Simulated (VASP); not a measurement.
The system is BaTe.

```
Ba Te
1.0
     0.00000    3.49706    3.49706
     3.49706    0.00000    3.49706
     3.49706    3.49706    0.00000
Ba Te
1 1
Direct
  0.00000 0.00000 0.00000
  0.50000 0.50000 0.50000
```

This cell differs from its parent crystal: strain -1.0%.

Base run:

```yaml
Program: VASP 6.6.1
Functional: PBE
Potentials_or_basis: VASP PAW PBE potentials, release 64 (Ba_sv, Te)
Cutoff: 520 eV
k_mesh: 6 × 6 × 6
Occupations: fermi-dirac, width 0.02 eV
Spin: no spin polarisation
```

Its results: band gap on the k mesh 1.51 eV (least direct gap 1.90 eV); pressure 1.3 GPa.

Q: The run is repeated on the same cell with these changes: functional from PBE to r2SCAN; occupations from fermi-dirac, width 0.02 eV to gaussian, width 0.01 eV. What comes out?

A: Band gap on the k mesh 1.87 eV (least direct gap 2.26 eV); pressure 1.3 GPa.

Caveats: spin-orbit coupling is left out, which moves the levels of the heavy elements; the PAW data sets were made with another functional, which shifts forces and pressure a little (at least some runs).

A k mesh can miss the band edges.
